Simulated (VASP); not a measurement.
Set up this calculation in VASP 6.6.1, as the native input.

```
Task                   : relaxation of cell and atoms
Functional             : r2SCAN
Potentials or basis    : VASP PAW PBE potentials, release 64 (Li_sv, H)
Cutoff                 : 600 eV
k mesh                 : 10 × 10 × 10
Occupations            : fermi-dirac, width 0.02 eV
Spin                   : no spin polarisation
Dipole correction      : no
Further INCAR settings : ALGO = Normal; EDIFF = 1e-06; IBRION = 2; EDIFFG = -0.005; NSW = 80; ISIF = 3
```

Crystal: LiH.

```
Li H
1.0
     0.00000    2.00340    2.00340
     2.00340    0.00000    2.00340
     2.00340    2.00340    0.00000
Li H
1 1
Cartesian
  0.0000 0.0000 0.0000
  2.0034 2.0034 2.0034
```

One way to write it, as run:

POSCAR

```
LiH
1.0
    0.0000000000      2.0033988197      2.0033988197
    2.0033988197      0.0000000000      2.0033988197
    2.0033988197      2.0033988197      0.0000000000
Li H
1 1
Direct
    0.0000000000      0.0000000000      0.0000000000
    0.5000000000      0.5000000000      0.5000000000
```

INCAR.step1

```
ALGO = Normal
EDIFF = 1E-4
ENCUT = 600
GGA = PE
ISMEAR = -1
LASPH = True
LCHARG = False
LREAL = False
LWAVE = True
NELM = 100
PREC = Accurate
SIGMA = 0.02
```

INCAR.step2

```
ALGO = Normal
EDIFF = 1E-6
EDIFFG = -0.005
ENCUT = 600
IBRION = 2
ISIF = 3
ISMEAR = -1
ISTART = 1
LASPH = True
LCHARG = False
LMIXTAU = True
LREAL = False
LWAVE = False
METAGGA = R2SCAN
NELM = 100
NSW = 80
PREC = Accurate
SIGMA = 0.02
```

KPOINTS

```
k-points
0
Gamma
  10 10 10
```

Potentials or basis: VASP PAW PBE potentials, release 64 (Li_sv, H).

Launch:

```console
$ cat potpaw_PBE.64/Li_sv/POTCAR potpaw_PBE.64/H/POTCAR > POTCAR
$ cp INCAR.step1 INCAR
$ mpirun -np 1 vasp_std > vasp.out
$ cp INCAR.step2 INCAR
$ mpirun -np 1 vasp_std > vasp.out
```

It gave:

```json
{
  "Relaxed volume": "7.95 Å³/atom",
  "Relaxed cell": "a = 2.822 Å, b = 2.822 Å, c = 2.822 Å, α = 60.00°, β = 60.00°, γ = 60.00°",
  "Space group after relaxing (to 0.1 Å)": "Fm-3m (No. 225)",
  "Energy gained by relaxing": "0.1 meV/atom",
  "Ionic steps": "3",
  "Pressure after relaxing": "0.0 GPa",
  "Band gap on the k mesh": "3.57 eV"
}
```

Caveat: the cutoff is under 1.25 times the usual one of these potentials, so pressure, stress and relaxed cells hold a basis-set (Pulay) error; the PAW data sets were made with another functional, which shifts forces and pressure a little.

It took 54 s on 1 thread of Intel Xeon 8259CL, with other jobs on the host, peak memory 0.14 GiB.
